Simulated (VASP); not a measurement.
Wanted: the native input for a VASP 6.6.1 run.

```
Task                   : single point
Functional             : PBE
Potentials or basis    : VASP PAW PBE potentials, release 64 (Mg, O)
Cutoff                 : 600 eV
k mesh                 : 9 × 9 × 9
Occupations            : fermi-dirac, width 0.05 eV
Spin                   : no spin polarisation
Dipole correction      : no
Further INCAR settings : ALGO = Normal; EDIFF = 1e-06; NBANDS = 11
```

The structure of MgO lies in POSCAR:

```
MgO
1.0
    0.0000000000      2.1064000000      2.1064000000
    2.1064000000      0.0000000000      2.1064000000
    2.1064000000      2.1064000000      0.0000000000
Mg O
1 1
Direct
    0.0000000000      0.0000000000      0.0000000000
    0.5000000000      0.5000000000      0.5000000000
```

These files were run (other wordings do the same):

INCAR

```
PREC = Accurate
ENCUT = 600
EDIFF = 1E-6
ISMEAR = -1
SIGMA = 0.05
LREAL = False
LASPH = True
NELM = 120
ALGO = Normal
ISIF = 2
LWAVE = False
LCHARG = False
GGA = PE
NBANDS = 11
GGA_COMPAT = False
```

KPOINTS

```
Automatic mesh
0
Gamma
  9 9 9
```

Potentials or basis: VASP PAW PBE potentials, release 64 (Mg, O).

Run with:

```sh
$ cat potpaw_PBE.64/Mg/POTCAR potpaw_PBE.64/O/POTCAR > POTCAR
$ mpirun -np 1 vasp_std > vasp.out
```

It gave:

```yaml
Pressure: 3.6 GPa
Band_gap_on_the_k_mesh: 4.72 eV, direct
```

It used 10 s of CPU time on 1 thread of AMD EPYC 7R13 Processor (Zen 3), on a shared host.
